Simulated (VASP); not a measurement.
# Cu (Fm-3m) in VASP: a series of runs, part 2 of 2

VASP 6.6.1. The steps go on from the part before.

## Step 4: Single point, r2SCAN50

This run uses another cell than the first one, of 11.81 Å³/atom.

File POSCAR:

```
Cu
1.0
    0.0000000000      1.8075000000      1.8075000000
    1.8075000000      0.0000000000      1.8075000000
    1.8075000000      1.8075000000      0.0000000000
Cu
1
Direct
    0.0000000000      0.0000000000      0.0000000000
```

File INCAR.step1:

```
SYSTEM = Cu
PREC = Accurate
ENCUT = 580
EDIFF = 1E-5
ISMEAR = -1
SIGMA = 0.05
LREAL = .False.
LASPH = .True.
NELM = 120
ALGO = Normal
ISIF = 2
LWAVE = .True.
LCHARG = .False.
NBANDS = 12
GGA = PE
GGA_COMPAT = .False.
```

File INCAR.step2:

```
SYSTEM = Cu
PREC = Accurate
ENCUT = 580
EDIFF = 1E-6
ISMEAR = -1
SIGMA = 0.05
LREAL = .False.
LASPH = .True.
NELM = 120
ALGO = Normal
ISIF = 2
LWAVE = .False.
LCHARG = .False.
METAGGA = R2SCAN
LHFCALC = .True.
AEXX = 0.5
LMIXTAU = .True.
PRECFOCK = Normal
NBANDS = 12
ISTART = 1
GGA_COMPAT = .False.
```

File KPOINTS:

```
regular mesh
0
Gamma
  7 7 7
  0 0 0
```

Potentials or basis: VASP PAW PBE potentials, release 64 (Cu).

On the command line:

```sh
$ cat potpaw_PBE.64/Cu/POTCAR > POTCAR
$ cp INCAR.step1 INCAR
$ mpirun -np 1 vasp_std > vasp.out
$ cp INCAR.step2 INCAR
$ mpirun -np 1 vasp_std > vasp.out
```

OUTCAR:

```text
SYSTEM = Cu
   PREC = Accurate
   ENCUT = 580
   EDIFF = 1E-6
   ISMEAR = -1
   LREAL = .False.
   LASPH = .True.
   NELM = 120
   ISIF = 2
   METAGGA = R2SCAN
   LHFCALC = .True.
   AEXX = 0.5
   PRECFOCK = Normal
   ISTART = 1

 ion  position               nearest neighbor table
   1  0.000  0.000  0.000-

  LATTYP: Found a face centered cubic cell.
 ALAT       =     3.6150000000

  Lattice vectors:

 A1 = (   0.0000000000,   1.8075000000,   1.8075000000)
 A2 = (   1.8075000000,   0.0000000000,   1.8075000000)
 A3 = (   1.8075000000,   1.8075000000,   0.0000000000)

Analysis of symmetry for initial positions (statically):
=====================================================================
 Subroutine PRICEL returns:
 Original cell was already a primitive cell.

 Routine SETGRP: Setting up the symmetry group for a
 face centered cubic supercell.

 Subroutine GETGRP returns: Found 48 space group operations
 (whereof 48 operations were pure point group operations)
 out of a pool of 48 trial point group operations.

The static configuration has the point symmetry O_h .

Analysis of symmetry for dynamics (positions and initial velocities):
=====================================================================
 Subroutine PRICEL returns:
 Original cell was already a primitive cell.

 Routine SETGRP: Setting up the symmetry group for a
 face centered cubic supercell.

 Subroutine GETGRP returns: Found 48 space group operations
 (whereof 48 operations were pure point group operations)
 out of a pool of 48 trial point group operations.

The dynamic configuration has the point symmetry O_h .

 Subroutine INISYM returns: Found 48 space group operations
 (whereof 48 operations are pure point group operations),
 and found     1 'primitive' translations

----------------------------------------------------------------------------------------

                                     Primitive cell

  volume of cell :      11.8104

  direct lattice vectors                    reciprocal lattice vectors
     0.000000000  1.807500000  1.807500000    -0.276625173  0.276625173  0.276625173
     1.807500000  0.000000000  1.807500000     0.276625173 -0.276625173  0.276625173
     1.807500000  1.807500000  0.000000000     0.276625173  0.276625173 -0.276625173

  length of vectors
     2.556191014  2.556191014  2.556191014     0.479128854  0.479128854  0.479128854

  position of ions in fractional coordinates (direct lattice)
     0.000000000  0.000000000  0.000000000

  ion indices of the primitive-cell ions
   primitive index   ion index
                 1           1

----------------------------------------------------------------------------------------

 KPOINTS: regular mesh

Automatic generation of k-mesh.
 Grid dimensions read from file:
 generate k-points for:    7    7    7

 Generating k-lattice:

  Cartesian coordinates                     Fractional coordinates (reciprocal lattice)
    -0.039517882  0.039517882  0.039517882     0.142857143  0.000000000  0.000000000
     0.039517882 -0.039517882  0.039517882     0.000000000  0.142857143  0.000000000
     0.039517882  0.039517882 -0.039517882     0.000000000  0.000000000  0.142857143

  Length of vectors
     0.068446979  0.068446979  0.068446979

[... 34 lines left out ...]
   dimension x,y,z NGXF=    40 NGYF=   40 NGZF=   40
   ions per type =               1
   NGX,Y,Z   is equivalent  to a cutoff of  13.01, 13.01, 13.01 a.u.
   NGXF,Y,Z  is equivalent  to a cutoff of  26.01, 26.01, 26.01 a.u.
 SYSTEM =  Cu
   PREC   = accura    normal or accurate (medium, high low for compatibility)
   ISTART =      1    job   : 0-new  1-cont  2-samecut
   ICHARG =      0    charge: 1-file 2-atom 10-const
   ISPIN  =      1    spin polarized calculation?
   LNONCOLLINEAR =      F non collinear calculations
   LSORBIT =      F    spin-orbit coupling
   LASPH  =      T    aspherical Exc in radial PAW
   ENCUT  =  580.0 eV  42.63 Ry    6.53 a.u.   5.02  5.02  5.02*2*pi/ulx,y,z
   NELM   =    120;   NELMIN=  2; NELMDL=  0     # of ELM steps
   EDIFF  = 0.1E-05   stopping-criterion for ELM
   LREAL  =      F    real-space projection
   EDIFFG = 0.1E-04   stopping-criterion for IOM
   NSW    =      0    number of steps for IOM
   IBRION =     -1    ionic relax: 0-MD 1-quasi-New 2-CG
   NFREE  =      0    steps in history (QN), initial steepest desc. (CG)
   ISIF   =      2    stress and relaxation
   ISYM   =      3    0-nonsym 1-usesym 2-fastsym
   POTIM  = 0.5000    time-step for ionic-motion
   TEBEG  =    0.0;   TEEND  =   0.0 temperature during run
   PSTRESS=    0.0 pullay stress
   NELECT =      11.0000    total number of electrons
   NUPDOWN=      -1.0000    fix difference up-down
   EMIN   =  10.00;   EMAX   =-10.00  energy-range for DOS
   EFERMI =   0.00;   METHOD = LEGACY
   ISMEAR =    -1;   SIGMA  =   0.05  broadening in eV -4-tet -1-fermi 0-gaus
   EFERMI_NEDOS =   21; number of points for ismear=-14 and -15
   IALGO  =     38    algorithm
   IMIX   =      1    mixing-type and parameters
     AMIX     =   0.40;   BMIX     =  1.00
     AMIX_MAG =   1.60;   BMIX_MAG =  1.00
  volume/ion in A,a.u.               =      11.81        79.70
  Fermi-wavevector in a.u.,A,eV,Ry     =   1.598763  3.021224 34.777078  2.556043
  Thomas-Fermi vector in A             =   2.696162
   LORBIT       =      0    0 simple, 1 ext, 2 COOP (PROOUT), +10 PAW based schemes
   METAGGA = R2SCAN    functional components
   LHFCALC =     T    Hartree Fock is set to
   PRECFOCK=normal    Normal, Fast or Accurate (Low or Medium for compatibility)
   ENCUT4O =  -1.0   cutoff for four orbital integrals eV
   NKREDX  =     1    reduce k-point grid by
   NKREDY  =     1    reduce k-point grid by
   NKREDZ  =     1    reduce k-point grid by
   AEXX    =    0.5000 exact exchange contribution
   HFSCREEN=    0.0000 screening length (either q_TF or 0.3 A-1)
   HFSCREENC=   0.0000 screening length for correlation (either q_TF or 0.3 A-1)
   ENCUTFOCK=  -1.0 apply spherical cutoff to Coloumb kernel
   IVDW    =     0    specifies the selected vdW correction
   LEPSILON=     F    determine dielectric tensor
   LRPA    =     F    only Hartree local field effects (RPA)
 non-spin polarized calculation
  energy-cutoff  :      580.00
  volume of cell :       11.81
 maximum number of plane-waves:       383
  NGX = 16; NGY = 16; NGZ = 16

 number of electron      11.0000002 magnetization

 Free energy of the ion-electron system (eV)
  ---------------------------------------------------
  ext. energy  EPLUGINS =         0.00000000
  ---------------------------------------------------
  free energy    TOTEN  =        -8.13185810 eV

  energy without entropy =       -8.13066989  energy(sigma->0) =       -8.13126399

 E-fermi :   7.8513     XC(G=0):  -7.4197

 val. band max:        5.3576461408   @ k =   0.4286   0.2857   0.0000
 cond. band min:       7.8680779169   @ k =   0.4286   0.4286   0.0000
 fundamental gap:      2.5104317761
 Fermi energy:         7.8512532816

 k-point     1 :       0.0000    0.0000    0.0000
  band No.  band energies     occupation
      1      -5.1786      2.00000
      2       0.1532      2.00000
      3       0.1532      2.00000
      4       0.1532      2.00000
      5       0.9727      2.00000
      6       0.9727      2.00000
      7      33.0612      0.00000
      8      36.6084      0.00000
      9      36.6084      0.00000
     10      36.6084      0.00000
     11      39.4310      0.00000
     12      39.4310      0.00000
[... 271 lines left out ...]
 k-point    20 :      -0.2857    0.4286    0.1429
  band No.  band energies     occupation
      1      -1.0177      2.00000
      2      -0.5600      2.00000
      3       0.1014      2.00000
      4       1.0538      2.00000
      5       1.9614      2.00000
      6      14.5088      0.00000
      7      15.1217      0.00000
      8      18.4827      0.00000
      9      22.2660      0.00000
     10      35.5488      0.00000
     11      42.0478      0.00000
     12      42.6303      0.00000

------------------------ aborting loop because EDIFF is reached ----------------------------------------

  FORCE on cell =-STRESS in cart. coord.  units (eV):
  Direction    XX          YY          ZZ          XY          YZ          ZX
  --------------------------------------------------------------------------------------
  -------------------------------------------------------------------------------------
  Total        0.0733322      0.0733322      0.0733322      0.0000000     -0.0000000      0.0000000
  in kB        9.9481002      9.9481002      9.9481002      0.0000000     -0.0000000      0.0000000
  external PRESSURE =       9.9481002 kB  Pullay stress =       0.0000000 kB

 VOLUME and BASIS-vectors are now :
 -----------------------------------------------------------------------------
  energy-cutoff  :      580.00
  volume of cell :       11.81
      direct lattice vectors                 reciprocal lattice vectors
     0.000000000  1.807500000  1.807500000    -0.276625173  0.276625173  0.276625173
     1.807500000  0.000000000  1.807500000     0.276625173 -0.276625173  0.276625173
     1.807500000  1.807500000  0.000000000     0.276625173  0.276625173 -0.276625173

 POSITION                                       TOTAL-FORCE (eV/Angst)
 -----------------------------------------------------------------------------------
      0.00000      0.00000      0.00000         0.000000      0.000000      0.000000
 -----------------------------------------------------------------------------------
    total drift:                               -0.000000      0.000000      0.000000

  FREE ENERGIE OF THE ION-ELECTRON SYSTEM (eV)
  ---------------------------------------------------
  free  energy   TOTEN  =        -8.1318581030 eV

  energy  without entropy=       -8.1306698856  energy(sigma->0) =       -8.13126399
```

Wall time 13 min (1 thread of Intel Xeon Platinum 8375C at 2.90GHz (Ice Lake), shared host); peak memory 0.14 GiB.

What came out:

```
Free energy            : -8.1319 eV
Pressure               : 1.0 GPa
Band gap on the k mesh : zero (an odd number of electrons rules out a gap without spin polarisation)
```

Levels at points of the mesh, in eV from the Fermi level:
```tsv
k point	band 3	band 4	band 5	band 6	band 7	band 8	band 9	band 10
(0.00, 0.00, 0.00)	-7.70	-7.70	-6.88	-6.88	25.21	28.76	28.76	28.76
```

Caveat: the k points lie up to 0.43 Å⁻¹ apart, too coarse for converged energies and pressures of a metal; the PAW data sets were made with another functional, which shifts forces and pressure a little.

## Step 5: Single point, PBE0

This run uses another cell than the first one, of 11.10 Å³/atom.

File POSCAR:

```
Cu
1.0
    0.0000000000      1.7706018915      1.7706018915
    1.7706018915      0.0000000000      1.7706018915
    1.7706018915      1.7706018915      0.0000000000
Cu
1
Direct
    0.0000000000      0.0000000000      0.0000000000
```

File INCAR.step1:

```
SYSTEM = Cu
PREC = Accurate ; ENCUT = 520
EDIFF = 1E-5 ; ISMEAR = -1
SIGMA = 0.05 ; LREAL = .False.
LASPH = .True. ; NELM = 120
ALGO = Normal ; ISIF = 2
LWAVE = .True. ; LCHARG = .False.
NBANDS = 12 ; GGA = PE
GGA_COMPAT = .False.
```

File INCAR.step2:

```
SYSTEM = Cu
PREC = Accurate ; ENCUT = 520
EDIFF = 1E-6 ; ISMEAR = -1
SIGMA = 0.05 ; LREAL = .False.
LASPH = .True. ; NELM = 120
ALGO = Normal ; ISIF = 2
LWAVE = .False. ; LCHARG = .False.
GGA = PE ; LHFCALC = .True.
AEXX = 0.25 ; PRECFOCK = Normal
NBANDS = 12 ; ISTART = 1
GGA_COMPAT = .False.
```

File KPOINTS:

```
Automatic mesh
0
Gamma
  8 8 8
  0 0 0
```

On the command line:

```sh
$ cat potpaw_PBE.64/Cu/POTCAR > POTCAR
$ cp INCAR.step1 INCAR
$ mpirun -np 1 vasp_std > vasp.out
$ cp INCAR.step2 INCAR
$ mpirun -np 1 vasp_std > vasp.out
```

Run time: 20 min. Hardware: 1 thread of Intel Xeon Platinum 8259CL at 2.50GHz (Skylake/Cascade Lake), shared host; peak memory 0.14 GiB.

The run converged. Its results:

```yaml
Free_energy: -3.7878 eV
Pressure: 12.7 GPa
Band_gap_on_the_k_mesh: zero (an odd number of electrons rules out a gap without spin polarisation)
```

Levels at points of the mesh, in eV from the Fermi level:
| k point | band 4 | band 5 | band 6 | band 7 | band 8 | band 9 |
| --- | --- | --- | --- | --- | --- | --- |
| (0.00, 0.00, 0.00) | -4.53 | -3.62 | -3.62 | 25.26 | 28.76 | 28.76 |
| (0.50, 0.00, 0.00) | -2.79 | -2.79 | -0.94 | 5.75 | 23.64 | 25.70 |
| (0.50, 0.50, 0.00) | -2.57 | -2.57 | 2.81 | 9.51 | 15.80 | 15.80 |

Caveat: the k points lie up to 0.38 Å⁻¹ apart, too coarse for converged energies and pressures of a metal; the PAW data sets were made with another functional, which shifts forces and pressure a little.

## Step 6: The runs side by side

```tsv
level	cell	k mesh	cutoff (eV)	share of exact exchange	gap on the mesh (eV)	pressure (GPa)
r2SCAN50	a = 2.606 Å, angles 60.0°, 1 atom	7 × 7 × 7	580	0.5	none	-5.5
r2SCAN50	a = 2.539 Å, angles 60.0°, 1 atom	7 × 7 × 7	580	0.5	none	3.7
r2SCAN50	a = 2.556 Å, angles 60.0°, 1 atom	7 × 7 × 7	580	0.5	none	1.0
PBE0	a = 2.504 Å, angles 60.0°, 1 atom	8 × 8 × 8	520	0.25	none	12.7
```

Alike in all rows: task single point; potentials or basis VASP PAW PBE potentials, release 64 (Cu); no spin polarisation; smearing fermi-dirac 0.05 eV.

Caveats: all runs use coarse meshes; the PAW data sets were made with another functional, which shifts forces and pressure a little.

Absolute energies hang on the potentials; compare differences alone.
